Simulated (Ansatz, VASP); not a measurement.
## Two plane-wave programs on Si

```xyz
6
Lattice="2.3452 -3.6001 0.0000 2.3452 3.6001 0.0000 0.0000 0.0000 5.9616" Properties=species:S:1:pos:R:3 pbc="T T T"
Si    2.3452    0.0000    1.1407
Si    2.3452    0.0000    4.8209
Si    1.1726    1.8000    4.1215
Si    1.1726   -1.8000    1.8401
Si    1.1726   -1.8000    4.1215
Si    1.1726    1.8000    1.8401
```

Alike in both runs: task relaxation of cell and atoms; functional PBE; k mesh 4 × 4 × 4; occupations gaussian, width 0.1 eV; no spin polarisation.

|  | VASP | Ansatz |
| --- | --- | --- |
| version | VASP 6.6.1 | Ansatz 0.2.0 |
| potentials or method | VASP PAW PBE potentials, release 64 (Si), cutoff 600 eV | scalar-relativistic, plane waves, PAW |
| valence electrons in the cell | 24 | 24 |

|  | VASP | Ansatz | Ansatz less VASP |
| --- | --- | --- | --- |
| gap on the k mesh at the Fermi level, each at its own relaxed structure (eV) | none | none | - |
| relaxed volume (Å³/atom) | 20.38 | 20.34 | -0.042 |
| relaxed length of the cell vector where the two differ most in proportion (Å) | 6.236 | 6.228 | -0.0076 |

A gap of «none» marks a metal or a gap that the smearing closes.

The k mesh is coarse, so the values compare programs but aren't converged. Noted on VASP's run: the volume moved by over 15 % at a fixed basis, so the end points are rough.
